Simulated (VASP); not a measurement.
Set up this calculation in VASP 6.6.1, as the native input.

```yaml
Task: single point
Functional: PBEsol
Potentials_or_basis: VASP PAW PBE potentials, release 64 (K_sv)
Cutoff: 520 eV
k_mesh: 10 × 10 × 5
Occupations: fermi-dirac, width 0.05 eV
Spin: no spin polarisation
Dipole_correction: no
Further_INCAR_settings: ALGO = Normal; EDIFF = 1e-06; NBANDS = 16
```

The structure of K lies in POSCAR:

```
K
1.0
    4.6673601860      0.0000000000      0.0000000000
   -2.3336800930      4.0420524897      0.0000000000
    0.0000000000      0.0000000000      7.5611235014
K
2
Direct
    0.3333333333      0.6666666667      0.2500000000
    0.6666666667      0.3333333333      0.7500000000
```

This isn't the form of K at room conditions, which is bcc.

These files were run (other wordings do the same):

INCAR

```
SYSTEM = K
ALGO = Normal ; EDIFF = 1E-6
ENCUT = 520 ; GGA = PS
ISIF = 2 ; ISMEAR = -1
LASPH = .True. ; LCHARG = .False.
LREAL = .False. ; LWAVE = .False.
NBANDS = 16 ; NELM = 100
PREC = Accurate ; SIGMA = 0.05
```

KPOINTS

```
k-points
0
Gamma
  10 10 5
  0 0 0
```

Potentials or basis: VASP PAW PBE potentials, release 64 (K_sv).

The run is started by

```sh
$ cat potpaw_PBE.64/K_sv/POTCAR > POTCAR
$ mpirun -np 1 vasp_std > vasp.out
```

It gave:

```yaml
Pressure: 0.0 GPa
Band_gap_on_the_k_mesh: zero (bands 9 and 10 overlap by 1.90 eV)
```

Caveat: the PAW data sets were made with another functional, which shifts forces and pressure a little.

Wall time 27 s on 1 thread of Intel(R) Xeon(R) 6975P-C (Granite Rapids), with other jobs on the host, peak memory 0.27 GiB.
